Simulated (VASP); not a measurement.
# NaI (Fm-3m) in VASP: a series of runs

NaI is run at these levels: HSE06, PBE, LDA, PBEsol; tasks: relaxation of cell and atoms, single point.

All numbers are computed with VASP 6.6.1; they aren't measurements. Logs are shortened: lines on timing, memory, paths and dates and some standing lists are left out, and cuts for length are marked.

**1. The cell of the first run**

The structure is cubic, space group Fm-3m (No. 225). Conventional cell: a = 6.459 Å, b = 6.459 Å, c = 6.459 Å, α = 90.00°, β = 90.00°, γ = 90.00°. Na (site symmetry m-3m) has 6 I at 3.23 Å within 4.2 Å. Within 4.2 Å of I (site symmetry m-3m) lie 6 Na at 3.23 Å.

**2. Relaxation of cell and atoms, HSE06**

Contents of POSCAR:

```
NaI
1.0
    0.0000000000      3.2296266398      3.2296266398
    3.2296266398      0.0000000000      3.2296266398
    3.2296266398      3.2296266398      0.0000000000
Na I
1 1
Direct
    0.0000000000      0.0000000000      0.0000000000
    0.5000000000      0.5000000000      0.5000000000
```

Contents of INCAR.step1:

```
SYSTEM = NaI
PREC = Accurate ; ENCUT = 600
EDIFF = 1E-5 ; ISMEAR = -1
SIGMA = 0.02 ; LREAL = .False.
LASPH = .True. ; NELM = 100
ALGO = Normal ; LWAVE = .True.
LCHARG = .False. ; GGA = PE
NBANDS = 14
```

Contents of INCAR.step2:

```
SYSTEM = NaI
PREC = Accurate ; ENCUT = 600
EDIFF = 1E-7 ; ISMEAR = -1
SIGMA = 0.02 ; LREAL = .False.
LASPH = .True. ; NELM = 100
ALGO = Normal ; ISIF = 3
LWAVE = .False. ; LCHARG = .False.
GGA = PE ; LHFCALC = .True.
HFSCREEN = 0.2079 ; PRECFOCK = Normal
IBRION = 2 ; NSW = 80
EDIFFG = -0.005 ; ISTART = 1
```

Contents of KPOINTS:

```
Automatic mesh
0
Gamma
  4 4 4
  0 0 0
```

Potentials or basis: VASP PAW PBE potentials, release 64 (Na_pv, I).

The run is started by

```sh
$ cat potpaw_PBE.64/Na_pv/POTCAR potpaw_PBE.64/I/POTCAR > POTCAR
$ cp INCAR.step1 INCAR
$ mpirun -np 1 vasp_std > vasp.out
$ cp INCAR.step2 INCAR
$ mpirun -np 1 vasp_std > vasp.out
```

OUTCAR:

```text
SYSTEM = NaI
   PREC = Accurate
   ENCUT = 600
   EDIFF = 1E-7
   ISMEAR = -1
   LREAL = .False.
   LASPH = .True.
   NELM = 100
   ISIF = 3
   GGA = PE
   LHFCALC = .True.
   HFSCREEN = 0.2079
   PRECFOCK = Normal
   IBRION = 2
   NSW = 80
   EDIFFG = -0.005
   ISTART = 1

 ion  position               nearest neighbor table
   1  0.000  0.000  0.000-
   2  0.500  0.500  0.500-

  LATTYP: Found a face centered cubic cell.
 ALAT       =     6.4592532796

  Lattice vectors:

 A1 = (   0.0000000000,   3.2296266398,   3.2296266398)
 A2 = (   3.2296266398,   0.0000000000,   3.2296266398)
 A3 = (   3.2296266398,   3.2296266398,   0.0000000000)

Analysis of symmetry for initial positions (statically):
=====================================================================
 Subroutine PRICEL returns:
 Original cell was already a primitive cell.

 Routine SETGRP: Setting up the symmetry group for a
 face centered cubic supercell.

 Subroutine GETGRP returns: Found 48 space group operations
 (whereof 48 operations were pure point group operations)
 out of a pool of 48 trial point group operations.

The static configuration has the point symmetry O_h .

Analysis of symmetry for dynamics (positions and initial velocities):
=====================================================================
 Subroutine PRICEL returns:
 Original cell was already a primitive cell.

 Routine SETGRP: Setting up the symmetry group for a
 face centered cubic supercell.

 Subroutine GETGRP returns: Found 48 space group operations
 (whereof 48 operations were pure point group operations)
 out of a pool of 48 trial point group operations.

The dynamic configuration has the point symmetry O_h .

 Subroutine INISYM returns: Found 48 space group operations
 (whereof 48 operations are pure point group operations),
 and found     1 'primitive' translations

----------------------------------------------------------------------------------------

                                     Primitive cell

  volume of cell :      67.3732

  direct lattice vectors                    reciprocal lattice vectors
     0.000000000  3.229626640  3.229626640    -0.154816657  0.154816657  0.154816657
     3.229626640  0.000000000  3.229626640     0.154816657 -0.154816657  0.154816657
     3.229626640  3.229626640  0.000000000     0.154816657  0.154816657 -0.154816657

  length of vectors
     4.567381795  4.567381795  4.567381795     0.268150316  0.268150316  0.268150316

  position of ions in fractional coordinates (direct lattice)
     0.000000000  0.000000000  0.000000000
     0.500000000  0.500000000  0.500000000

  ion indices of the primitive-cell ions
   primitive index   ion index
                 1           1
                 2           2

----------------------------------------------------------------------------------------

 KPOINTS: Automatic mesh

Automatic generation of k-mesh.
 Grid dimensions read from file:
 generate k-points for:    4    4    4

 Generating k-lattice:

  Cartesian coordinates                     Fractional coordinates (reciprocal lattice)
    -0.038704164  0.038704164  0.038704164     0.250000000  0.000000000  0.000000000
     0.038704164 -0.038704164  0.038704164     0.000000000  0.250000000  0.000000000
     0.038704164  0.038704164 -0.038704164     0.000000000  0.000000000  0.250000000

  Length of vectors
     0.067037579  0.067037579  0.067037579

  Shift w.r.t. Gamma in fractional coordinates (k-lattice)
     0.000000000  0.000000000  0.000000000

 Subroutine IBZKPT returns following result:
 ===========================================

 Found      8 irreducible k-points:

 Following reciprocal coordinates:
            Coordinates               Weight
  0.000000  0.000000  0.000000      1.000000
  0.250000  0.000000  0.000000      8.000000
  0.500000  0.000000  0.000000      4.000000
  0.250000  0.250000  0.000000      6.000000
  0.500000  0.250000  0.000000     24.000000
 -0.250000  0.250000  0.000000     12.000000
  0.500000  0.500000  0.000000      3.000000
 -0.250000  0.500000  0.250000      6.000000
   k-points           NKPTS =      8   k-points in BZ     NKDIM =     64   number of bands    NBANDS=     11
   number of dos      NEDOS =    301   number of ions     NIONS =      2
   total plane-waves  NPLWV =  46656
   dimension x,y,z NGX =    36 NGY =   36 NGZ =   36
   dimension x,y,z NGXF=    72 NGYF=   72 NGZF=   72
   ions per type =               1   1
   NGX,Y,Z   is equivalent  to a cutoff of  13.10, 13.10, 13.10 a.u.
   NGXF,Y,Z  is equivalent  to a cutoff of  26.21, 26.21, 26.21 a.u.
 SYSTEM =  NaI
   PREC   = accura    normal or accurate (medium, high low for compatibility)
   ISTART =      1    job   : 0-new  1-cont  2-samecut
   ICHARG =      0    charge: 1-file 2-atom 10-const
   ISPIN  =      1    spin polarized calculation?
   LNONCOLLINEAR =      F non collinear calculations
   LSORBIT =      F    spin-orbit coupling
   LASPH  =      T    aspherical Exc in radial PAW
   ENCUT  =  600.0 eV  44.10 Ry    6.64 a.u.   9.12  9.12  9.12*2*pi/ulx,y,z
   NELM   =    100;   NELMIN=  2; NELMDL=  0     # of ELM steps
   EDIFF  = 0.1E-06   stopping-criterion for ELM
   LREAL  =      F    real-space projection
   EDIFFG = -.5E-02   stopping-criterion for IOM
   NSW    =     80    number of steps for IOM
   IBRION =      2    ionic relax: 0-MD 1-quasi-New 2-CG
   NFREE  =      1    steps in history (QN), initial steepest desc. (CG)
   ISIF   =      3    stress and relaxation
   ISYM   =      3    0-nonsym 1-usesym 2-fastsym
   POTIM  = 0.5000    time-step for ionic-motion
   TEBEG  =    0.0;   TEEND  =   0.0 temperature during run
   PSTRESS=    0.0 pullay stress
   NELECT =      14.0000    total number of electrons
   NUPDOWN=      -1.0000    fix difference up-down
   EMIN   =  10.00;   EMAX   =-10.00  energy-range for DOS
   EFERMI =   0.00;   METHOD = LEGACY
   ISMEAR =    -1;   SIGMA  =   0.02  broadening in eV -4-tet -1-fermi 0-gaus
   EFERMI_NEDOS =   21; number of points for ismear=-14 and -15
   IALGO  =     38    algorithm
   IMIX   =      1    mixing-type and parameters
     AMIX     =   0.40;   BMIX     =  1.00
     AMIX_MAG =   1.60;   BMIX_MAG =  1.00
  volume/ion in A,a.u.               =      33.69       227.33
  Fermi-wavevector in a.u.,A,eV,Ry     =   0.969665  1.832402 12.792889  0.940251
  Thomas-Fermi vector in A             =   2.099737
   LORBIT       =      0    0 simple, 1 ext, 2 COOP (PROOUT), +10 PAW based schemes
   GGA     = PE    functional components
   LHFCALC =     T    Hartree Fock is set to
   PRECFOCK=normal    Normal, Fast or Accurate (Low or Medium for compatibility)
   ENCUT4O =  -1.0   cutoff for four orbital integrals eV
   NKREDX  =     1    reduce k-point grid by
   NKREDY  =     1    reduce k-point grid by
   NKREDZ  =     1    reduce k-point grid by
   AEXX    =    0.2500 exact exchange contribution
   HFSCREEN=    0.2079 screening length (either q_TF or 0.3 A-1)
   HFSCREENC=   0.2079 screening length for correlation (either q_TF or 0.3 A-1)
   ENCUTFOCK=  -1.0 apply spherical cutoff to Coloumb kernel
   IVDW    =     0    specifies the selected vdW correction
   LEPSILON=     F    determine dielectric tensor
   LRPA    =     F    only Hartree local field effects (RPA)
 conjugate gradient relaxation of ions
 non-spin polarized calculation
  energy-cutoff  :      600.00
  volume of cell :       67.37
 maximum number of plane-waves:      2272
  NGX = 28; NGY = 28; NGZ = 28

--------------------------------------- Ionic step        1  -------------------------------------------

 number of electron      13.9999994 magnetization

 Free energy of the ion-electron system (eV)
  ---------------------------------------------------
  ext. energy  EPLUGINS =         0.00000000
  ---------------------------------------------------
  free energy    TOTEN  =        -6.25549604 eV

  energy without entropy =       -6.25549604  energy(sigma->0) =       -6.25549604

------------------------ aborting loop because EDIFF is reached ----------------------------------------

  FORCE on cell =-STRESS in cart. coord.  units (eV):
  Direction    XX          YY          ZZ          XY          YZ          ZX
  --------------------------------------------------------------------------------------
  -------------------------------------------------------------------------------------
  Total        0.1130260      0.1130260      0.1130260     -0.0000000      0.0000000     -0.0000000
  in kB        2.6878321      2.6878321      2.6878321     -0.0000000      0.0000000     -0.0000000
  external PRESSURE =       2.6878321 kB  Pullay stress =       0.0000000 kB
[... 93 lines left out ...]
  energy  without entropy=       -6.2564031939  energy(sigma->0) =       -6.25640319

--------------------------------------- Ionic step        4  -------------------------------------------

 number of electron      13.9999992 magnetization

 Free energy of the ion-electron system (eV)
  ---------------------------------------------------
  ext. energy  EPLUGINS =         0.00000000
  ---------------------------------------------------
  free energy    TOTEN  =        -6.25641336 eV

  energy without entropy =       -6.25641336  energy(sigma->0) =       -6.25641336

 E-fermi :   0.4794     XC(G=0):  -6.4254

 val. band max:        0.0295898620   @ k =   0.0000   0.0000   0.0000
 cond. band min:       4.6548336793   @ k =   0.0000   0.0000   0.0000
 fundamental gap:      4.6252438173
 Fermi energy:         0.4794409772

 k-point     1 :       0.0000    0.0000    0.0000
  band No.  band energies     occupation
      1     -24.7817      2.00000
      2     -24.7817      2.00000
      3     -24.7817      2.00000
      4     -11.9036      2.00000
      5       0.0296      2.00000
      6       0.0296      2.00000
      7       0.0296      2.00000
      8       4.6548      0.00000
      9       9.0376      0.00000
     10       9.0376      0.00000
     11       9.0376      0.00000
[... 125 lines left out ...]
  FREE ENERGIE OF THE ION-ELECTRON SYSTEM (eV)
  ---------------------------------------------------
  free  energy   TOTEN  =        -6.2564133649 eV

  energy  without entropy=       -6.2564133649  energy(sigma->0) =       -6.25641336

 reached required accuracy - stopping structural energy minimisation
```

Wall time 54 min (1 thread of AMD EPYC 7R43 (Zen 3), shared host); peak memory 0.28 GiB.

Results:

- Free energy: -6.2564 eV
- Relaxed volume: 34.23 Å³/atom
- Relaxed cell: a = 4.592 Å, b = 4.592 Å, c = 4.592 Å, α = 60.00°, β = 60.00°, γ = 60.00°
- Space group after relaxing (to 0.1 Å): Fm-3m (No. 225)
- Energy gained by relaxing: 0.5 meV/atom
- Ionic steps: 4
- Pressure after relaxing: 0.0 GPa
- Band gap on the k mesh: 4.63 eV

Step by step:
| step | energy change (eV) | largest force (eV/Å) | pressure (GPa) | volume (Å³) |
| --- | --- | --- | --- | --- |
| 1 | 0.0000 | 0.0000 | 0.27 | 67.37 |
| 2 | -0.0007 | 0.0000 | 0.13 | 67.93 |
| 3 | -0.0009 | 0.0000 | 0.02 | 68.36 |
| 4 | -0.0009 | 0.0000 | 0.00 | 68.47 |

Final structure:
```
Na I
1.0
     0.00000    3.24703    3.24703
     3.24703    0.00000    3.24703
     3.24703    3.24703    0.00000
Na I
1 1
Cartesian
  3.2470 0.0000 3.2470
  3.2470 3.2470 3.2470
```

Levels at points of the mesh, in eV from the valence-band top:
| k point | band 4 | band 5 | band 6 | band 7 | band 8 | band 9 | band 10 | band 11 |
| --- | --- | --- | --- | --- | --- | --- | --- | --- |
| (0.00, 0.00, 0.00) | -11.93 | 0.00 | 0.00 | 0.00 | 4.63 | 9.01 | 9.01 | 9.01 |
| (0.50, 0.00, 0.00) | -11.59 | -2.29 | -0.30 | -0.30 | 6.06 | 8.53 | 8.53 | 9.95 |
| (0.50, 0.50, 0.00) | -11.50 | -2.01 | -0.79 | -0.79 | 5.52 | 6.52 | 11.02 | 12.55 |

Caveat: the k points lie up to 0.42 Å⁻¹ apart in the final cell; the PAW data sets were made with another functional, which shifts forces and pressure a little; spin-orbit coupling is left out, which moves the levels of the heavy elements.

**3. Single point, PBE**

Contents of INCAR:

```
PREC     = Accurate       # precision mode
ENCUT    = 520            # plane-wave cutoff, eV
EDIFF    = 1E-6           # SCF threshold, eV
ISMEAR   = 0              # smearing method
SIGMA    = 0.01           # smearing width, eV
LREAL    = F              # projectors in reciprocal space
LASPH    = T              # aspherical terms in the spheres
NELM     = 60             # most SCF steps
ALGO     = Normal         # electronic algorithm
ISIF     = 2              # what is computed and relaxed
LWAVE    = F              # write WAVECAR
LCHARG   = F              # write CHGCAR
GGA      = PE             # functional
NBANDS   = 14             # bands
```

Contents of KPOINTS:

```
Automatic mesh
0
Gamma
  4 4 4
```

POSCAR is that of step 2.

Potentials or basis: VASP PAW PBE potentials, release 64 (Na_pv, I).

The run is started by

```sh
$ cat potpaw_PBE.64/Na_pv/POTCAR potpaw_PBE.64/I/POTCAR > POTCAR
$ mpirun -np 1 vasp_std > vasp.out
```

It took 18 s on 1 thread of Intel Xeon 8259CL, shared host; peak memory 0.2 GiB.

The run converged. Its results:

```yaml
Free_energy: -5.3779 eV
Pressure: 0.6 GPa
Band_gap_on_the_k_mesh: 3.66 eV
```

Levels at points of the mesh, in eV from the valence-band top:
```tsv
k point	band 5	band 6	band 7	band 8	band 9	band 10
(0.00, 0.00, 0.00)	0.00	0.00	0.00	3.66	7.93	7.93
(0.50, 0.00, 0.00)	-2.20	-0.29	-0.29	5.09	7.45	7.45
(0.50, 0.50, 0.00)	-1.92	-0.75	-0.75	4.50	5.54	9.91
```

Caveat: the k points lie up to 0.42 Å⁻¹ apart; spin-orbit coupling is left out, which moves the levels of the heavy elements.

**4. Single point, LDA**

This run uses another cell than the first one, of 30.67 Å³/atom.

Contents of INCAR:

```
  PREC = Accurate
  ENCUT = 520
  EDIFF = 1E-7
  ISMEAR = -1
  SIGMA = 0.02
  LREAL = F
  LASPH = T
  NELM = 80
  ALGO = Normal
  ISIF = 2
  LWAVE = F
  LCHARG = F
  NBANDS = 14
```

Contents of KPOINTS:

```
Automatic mesh
0
Gamma
  6 6 6
```

Contents of POSCAR:

```
NaI
1.0
    0.0000000000      3.1302724309      3.1302724309
    3.1302724309      0.0000000000      3.1302724309
    3.1302724309      3.1302724309      0.0000000000
Na I
1 1
Direct
    0.0000000000      0.0000000000      0.0000000000
    0.5000000000      0.5000000000      0.5000000000
```

Potentials or basis: VASP PAW LDA potentials, release 64 (Na_pv, I).

The run is started by

```sh
$ cat potpaw_LDA.64/Na_pv/POTCAR potpaw_LDA.64/I/POTCAR > POTCAR
$ mpirun -np 1 vasp_std > vasp.out
```

Run time: 25 s. Hardware: 1 thread of Intel Xeon 8259CL, shared host; peak memory 0.17 GiB.

Results (log left out):

- Free energy: -6.0168 eV
- Pressure: 0.0 GPa
- Band gap on the k mesh: 3.63 eV

Levels at points of the mesh, in eV from the valence-band top:
```tsv
k point	band 5	band 6	band 7	band 8	band 9	band 10
(0.00, 0.00, 0.00)	0.00	0.00	0.00	3.63	7.79	7.79
(0.50, 0.00, 0.00)	-2.63	-0.36	-0.36	4.89	7.36	7.36
(0.50, 0.50, 0.00)	-2.30	-0.91	-0.91	4.33	5.18	10.28
```

Caveat: spin-orbit coupling is left out, which moves the levels of the heavy elements. Expect the measured gap to be larger: semilocal functionals such as LDA lack the derivative discontinuity.

**5. Single point, PBEsol**

This run uses another cell than the first one, of 32.81 Å³/atom.

Contents of INCAR:

```
PREC = Accurate
ENCUT = 520
EDIFF = 1E-7
ISMEAR = -1
SIGMA = 0.02
LREAL = F
LASPH = T
NELM = 60
ALGO = Normal
ISIF = 2
LWAVE = F
LCHARG = F
GGA = PS
NBANDS = 14
```

KPOINTS is that of step 4.

Contents of POSCAR:

```
NaI
1.0
    0.0000000000      3.2013786411      3.2013786411
    3.2013786411      0.0000000000      3.2013786411
    3.2013786411      3.2013786411      0.0000000000
Na I
1 1
Direct
    0.0000000000      0.0000000000      0.0000000000
    0.5000000000      0.5000000000      0.5000000000
```

Potentials or basis: VASP PAW PBE potentials, release 64 (Na_pv, I).

The run is started by

```sh
$ cat potpaw_PBE.64/Na_pv/POTCAR potpaw_PBE.64/I/POTCAR > POTCAR
$ mpirun -np 1 vasp_std > vasp.out
```

Run time: 26 s. Hardware: 1 thread of Intel Xeon 8259CL, shared host; peak memory 0.21 GiB.

It converged, with:

| Item | Value |
| --- | --- |
| Free energy | -5.6697 eV |
| Pressure | 0.0 GPa |
| Band gap on the k mesh | 3.59 eV |

Levels at points of the mesh, in eV from the valence-band top:
```csv
k point,band 5,band 6,band 7,band 8,band 9,band 10
"(0.00, 0.00, 0.00)",0.00,0.00,0.00,3.59,7.84,7.84
"(0.50, 0.00, 0.00)",-2.34,-0.31,-0.31,4.95,7.40,7.40
"(0.50, 0.50, 0.00)",-2.05,-0.80,-0.80,4.46,5.36,9.92
```

Caveat: the PAW data sets were made with another functional, which shifts forces and pressure a little; spin-orbit coupling is left out, which moves the levels of the heavy elements.

**6. Single point, PBE**

This run uses another cell than the first one, of 34.78 Å³/atom.

Contents of INCAR:

```
PREC = Accurate ; ENCUT = 520
EDIFF = 1E-6 ; ISMEAR = -1
SIGMA = 0.02 ; LREAL = F
LASPH = T ; NELM = 60
ALGO = Normal ; ISIF = 2
LWAVE = F ; LCHARG = T
GGA = PE ; LELF = T
LVHAR = T ; NBANDS = 14
```

KPOINTS is that of step 5.

Contents of POSCAR:

```
NaI
1.0
    0.0000000000      3.2640967911      3.2640967911
    3.2640967911      0.0000000000      3.2640967911
    3.2640967911      3.2640967911      0.0000000000
Na I
1 1
Direct
    0.0000000000      0.0000000000      0.0000000000
    0.5000000000      0.5000000000      0.5000000000
```

Potentials or basis: VASP PAW PBE potentials, release 64 (Na_pv, I).

The run is started by

```sh
$ cat potpaw_PBE.64/Na_pv/POTCAR potpaw_PBE.64/I/POTCAR > POTCAR
$ mpirun -np 1 vasp_std > vasp.out
```

Wall time 27 s (1 thread of Intel Xeon 8259CL, shared host); peak memory 0.21 GiB.

The run converged. Its results:

```
Free energy            : -5.3874 eV
Pressure               : 0.0 GPa
Band gap on the k mesh : 3.57 eV
```

Levels at points of the mesh, in eV from the valence-band top:
| k point | band 3 | band 4 | band 5 | band 6 | band 7 | band 8 | band 9 | band 10 | band 11 | band 12 |
| --- | --- | --- | --- | --- | --- | --- | --- | --- | --- | --- |
| (0.00, 0.00, 0.00) | -22.47 | -10.95 | 0.00 | 0.00 | 0.00 | 3.57 | 7.93 | 7.93 | 7.93 | 9.71 |
| (0.50, 0.00, 0.00) | -22.47 | -10.66 | -2.09 | -0.27 | -0.27 | 5.09 | 7.42 | 7.42 | 8.54 | 10.24 |
| (0.50, 0.50, 0.00) | -22.47 | -10.59 | -1.82 | -0.71 | -0.71 | 4.47 | 5.60 | 9.71 | 11.15 | 11.15 |

Caveat: spin-orbit coupling is left out, which moves the levels of the heavy elements. A hybrid or GW would open this gap; PBE tends to underestimate it.

**7. Overview**

| task | level | potentials or basis | cell | k mesh | cutoff (eV) | smearing | grid for exact exchange (PRECFOCK) | share of exact exchange | screening parameter | gap on the mesh (eV) | pressure (GPa) |
| --- | --- | --- | --- | --- | --- | --- | --- | --- | --- | --- | --- |
| relaxation of cell and atoms | HSE06 | VASP PAW PBE potentials, release 64 (Na_pv, I) | relaxed from a = 4.567 Å, angles 60.0°, 2 atoms | 4 × 4 × 4 | 600 | fermi-dirac 0.02 eV | Normal | 0.25 | 0.2079 1/Å | 4.63 | 0.0 |
| single point | PBE | VASP PAW PBE potentials, release 64 (Na_pv, I) | a = 4.567 Å, angles 60.0°, 2 atoms | 4 × 4 × 4 | 520 | gaussian 0.01 eV | - | - | - | 3.66 | 0.6 |
| single point | LDA | VASP PAW LDA potentials, release 64 (Na_pv, I) | a = 4.427 Å, angles 60.0°, 2 atoms | 6 × 6 × 6 | 520 | fermi-dirac 0.02 eV | - | - | - | 3.63 | 0.0 |
| single point | PBEsol | VASP PAW PBE potentials, release 64 (Na_pv, I) | a = 4.527 Å, angles 60.0°, 2 atoms | 6 × 6 × 6 | 520 | fermi-dirac 0.02 eV | - | - | - | 3.59 | 0.0 |
| single point | PBE | VASP PAW PBE potentials, release 64 (Na_pv, I) | a = 4.616 Å, angles 60.0°, 2 atoms | 6 × 6 × 6 | 520 | fermi-dirac 0.02 eV | - | - | - | 3.57 | 0.0 |

Alike in all rows: no spin polarisation.

Caveats: some runs use coarse meshes; spin-orbit coupling is left out, which moves the levels of the heavy elements; the PAW data sets were made with another functional, which shifts forces and pressure a little (at least some runs).

Absolute energies hang on the potentials; compare differences alone.
